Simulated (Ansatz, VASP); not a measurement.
**Ca in VASP and in Ansatz**

```
Ca
1.0
    -3.51418    3.51418    1.91609
     3.51418   -3.51418    1.91609
     3.51418    3.51418   -1.91609
Ca
2
Cartesian
  0.0000 3.5142 0.9580
  0.0000 0.0000 0.0000
```

Alike in both runs: task single point; functional PBE; k mesh 6 × 6 × 6; occupations gaussian, width 0.1 eV; no spin polarisation.

```csv
,VASP,Ansatz
version,VASP 6.6.1,Ansatz 0.2.0
potentials or method,"VASP PAW PBE potentials, release 64 (Ca_sv), cutoff 520 eV","scalar-relativistic, plane waves, PAW"
valence electrons in the cell,20,20
```

```tsv
	VASP	Ansatz	Ansatz less VASP
gap on the k mesh at the Fermi level (eV)	none	none	-
pressure (GPa)	-1.1	-1.2	0.00
traceless stress, the component that is largest in VASP (GPa)	-0.35	-0.35	-0.002
```

A gap of «none» marks a metal or a gap that the smearing closes.
